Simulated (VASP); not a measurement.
Set up this calculation in VASP 6.6.1, as the native input.

| Property | Result |
| --- | --- |
| Task | relaxation of cell and atoms |
| Functional | PBEsol |
| Dispersion | D3(BJ) |
| Potentials or basis | VASP PAW PBE potentials, release 64 (B, As) |
| Cutoff | 600 eV |
| k mesh | 12 × 8 × 6 |
| Occupations | fermi-dirac, width 0.05 eV |
| Spin | no spin polarisation |
| Dipole correction | no |
| Further INCAR settings | ALGO = Normal; EDIFF = 1e-06; IBRION = 2; EDIFFG = -0.01; NSW = 60; ISIF = 3 |

The structure of BAs lies in POSCAR:

```
BAs
1.0
    2.1275493300      0.0000000000      0.0000000000
    0.0000000000      3.1740629400      0.0000000000
    0.0000000000      0.0000000000      4.9509801800
B As
1 1
Direct
    0.0000000000      0.5000000000      0.0000000000
    0.5000000000      0.5000000000      0.5000000000
```

One way to write it, as run:

INCAR

```
SYSTEM = BAs
PREC = Accurate
ENCUT = 600
EDIFF = 1E-6
ISMEAR = -1
SIGMA = 0.05
LREAL = .False.
LASPH = .True.
NELM = 100
ALGO = Normal
ISIF = 3
LWAVE = .False.
LCHARG = .False.
GGA = PS
IVDW = 12
IBRION = 2
NSW = 60
EDIFFG = -0.01
```

KPOINTS

```
Automatic mesh
0
Gamma
  12 8 6
  0 0 0
```

Potentials or basis: VASP PAW PBE potentials, release 64 (B, As).

The run is started by

```console
$ cat potpaw_PBE.64/B/POTCAR potpaw_PBE.64/As/POTCAR > POTCAR
$ mpirun -np 1 vasp_std > vasp.out
```

It gave:

```yaml
Relaxed_volume: 12.27 Å³/atom
Relaxed_cell: a = 3.100 Å, b = 2.539 Å, c = 3.116 Å, α = 90.00°, β = 90.00°, γ = 90.00°
Space_group_after_relaxing_to_0.05_Å: P4/mmm (No. 123)
Energy_gained_by_relaxing: 1202.8 meV/atom
Ionic_steps: 20
Pressure_after_relaxing: 0.0 GPa
Band_gap_on_the_k_mesh: zero (band 4 reaches 9.68 eV, above the bottom of band 5 at 4.38 eV)
Dispersion_energy_per_atom: -0.305 eV
```

Caveat: the volume moved by over 15 % at a fixed basis, so the end points are rough; the PAW data sets were made with another functional, which shifts forces and pressure a little.

Run time: 9.5 min on 1 thread of AMD EPYC 7R13, with other jobs on the host, peak memory 0.19 GiB.
